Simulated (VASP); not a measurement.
Here is a VASP 6.6.1 calculation.

POSCAR

```
PtSe
1.0
    0.0000000000      2.7984111300      2.7984111300
    2.7984111300      0.0000000000      2.7984111300
    2.7984111300      2.7984111300      0.0000000000
Pt Se
1 1
Direct
    0.5000000000      0.5000000000      0.5000000000
    0.0000000000      0.0000000000      0.0000000000
```

File INCAR.step1:

```
PREC     = Accurate       # precision mode
ENCUT    = 520            # plane-wave cutoff, eV
EDIFF    = 1E-5           # SCF threshold, eV
ISMEAR   = -1             # smearing method
SIGMA    = 0.05           # smearing width, eV
LREAL    = F              # projectors in reciprocal space
LASPH    = T              # aspherical terms in the spheres
NELM     = 100            # most SCF steps
ALGO     = Normal         # electronic algorithm
ISIF     = 2              # what is computed and relaxed
LWAVE    = T              # write WAVECAR
LCHARG   = F              # write CHGCAR
GGA      = PE             # functional
NBANDS   = 15             # bands
```

Contents of INCAR.step2:

```
PREC     = Accurate       # precision mode
ENCUT    = 520            # plane-wave cutoff, eV
EDIFF    = 1E-6           # SCF threshold, eV
ISMEAR   = -1             # smearing method
SIGMA    = 0.05           # smearing width, eV
LREAL    = F              # projectors in reciprocal space
LASPH    = T              # aspherical terms in the spheres
NELM     = 100            # most SCF steps
ALGO     = Normal         # electronic algorithm
ISIF     = 2              # what is computed and relaxed
LWAVE    = F              # write WAVECAR
LCHARG   = F              # write CHGCAR
METAGGA  = R2SCAN         # meta-GGA
LHFCALC  = T              # exact exchange
AEXX     = 0.1            # exact-exchange fraction
LMIXTAU  = T            
PRECFOCK = Normal       
ISTART   = 1            
NBANDS   = 15             # bands
```

Contents of KPOINTS:

```
Automatic mesh
0
Gamma
  4 4 4
```

Potentials or basis: VASP PAW PBE potentials, release 64 (Pt, Se).

The run is started by

```sh
$ cat potpaw_PBE.64/Pt/POTCAR potpaw_PBE.64/Se/POTCAR > POTCAR
$ cp INCAR.step1 INCAR
$ mpirun -np 1 vasp_std > vasp.out
$ cp INCAR.step2 INCAR
$ mpirun -np 1 vasp_std > vasp.out
```

**Question.** Estimate the pressure.

**Answer.** -16.1 GPa.

**Question.** Estimate the band gap on the k mesh.

**Answer.** Zero (bands 8 and 9 overlap by 4.10 eV).

Caveat: the k points lie up to 0.49 Å⁻¹ apart, too coarse for converged energies and pressures of a metal; the PAW data sets were made with another functional, which shifts forces and pressure a little; spin-orbit coupling is left out, which moves the levels of the heavy elements.
